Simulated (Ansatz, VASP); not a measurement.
## Two plane-wave programs on PtSe2

INCAR

```
PREC     = Accurate       # precision mode
ENCUT    = 520            # plane-wave cutoff, eV
EDIFF    = 1E-7           # SCF threshold, eV
ISMEAR   = 0              # smearing method
SIGMA    = 0.15           # smearing width, eV
LREAL    = False          # projectors in reciprocal space
LASPH    = True           # aspherical terms in the spheres
NELM     = 100            # most SCF steps
ALGO     = Normal         # electronic algorithm
ISIF     = 2              # what is computed and relaxed
LWAVE    = False          # write WAVECAR
LCHARG   = False          # write CHGCAR
GGA      = PE             # functional
IVDW     = 12             # dispersion correction
NBANDS   = 18             # bands
```

Contents of KPOINTS:

```
Automatic mesh
0
Gamma
  12 12 8
```

Contents of POSCAR:

```
PtSe2
1.0
    3.7715031150      0.0000000000      0.0000000000
   -1.8857515575      3.2662175080      0.0000000000
    0.0000000000      0.0000000000      4.8219239451
Pt Se
1 2
Direct
    0.0000000000      0.0000000000      0.0000000000
    0.3333333333      0.6666666667      0.2969401033
    0.6666666667      0.3333333333      0.7030598967
```

Input for Ansatz:

```yaml
crystal:
  lattice:
    - [3.771503115, 0.0, 0.0]
    - [-1.8857515575, 3.266217508, 0.0]
    - [0.0, 0.0, 4.8219239451]
  atoms:
    - { symbol: Pt, position: [0.0, 0.0, 0.0] }
    - { symbol: Se, position: [0.3333333333, 0.6666666667, 0.2969401033] }
    - { symbol: Se, position: [0.6666666667, 0.3333333333, 0.7030598967] }
basis:
  ecutwfc: 420
kpoints:
  mp_grid: { grid: [12, 12, 8] }
hamiltonian:
  xc: pbe
  pseudopotentials: { kind: paw, azcp: { folder: soft_1 } }
  dispersion: d3bj
scf:
  occupations: { method: gaussian, width: 0.15 }
output:
  forces: true
  stress: true
  eigenvalues: true
```

Alike in both runs: task single point; functional PBE; dispersion D3(BJ); k mesh 12 × 12 × 8; occupations gaussian, width 0.15 eV; no spin polarisation.

```csv
,VASP,Ansatz
version,VASP 6.6.1,Ansatz 0.2.0
potentials or method,"VASP PAW PBE potentials, release 64 (Pt, Se), cutoff 520 eV","scalar-relativistic, plane waves, PAW"
valence electrons in the cell,22,50
```

Ansatz gave:

| Quantity | Value |
| --- | --- |
| gap on the k mesh at the Fermi level (eV) | none |
| pressure (GPa) | -6.2 |
| traceless stress, the component that is largest in VASP (GPa) | -1.12 |
| rms of the force components (eV/Å) | 0.733 |

Problem. What did VASP give for the same quantities?

Solution. gap on the k mesh at the Fermi level (eV): none; pressure (GPa): -6.3; traceless stress, the component that is largest in VASP (GPa): -1.11; rms of the force components (eV/Å): 0.731.

Atom by atom the forces differ by 0.003 eV/Å (rms over components). A gap of «none» marks a metal or a gap that the smearing closes. VASP's potentials hold 22 valence electrons a cell and Ansatz's 50, so a difference there can come from the potentials and not from the codes.

Neither program's run includes spin-orbit coupling.
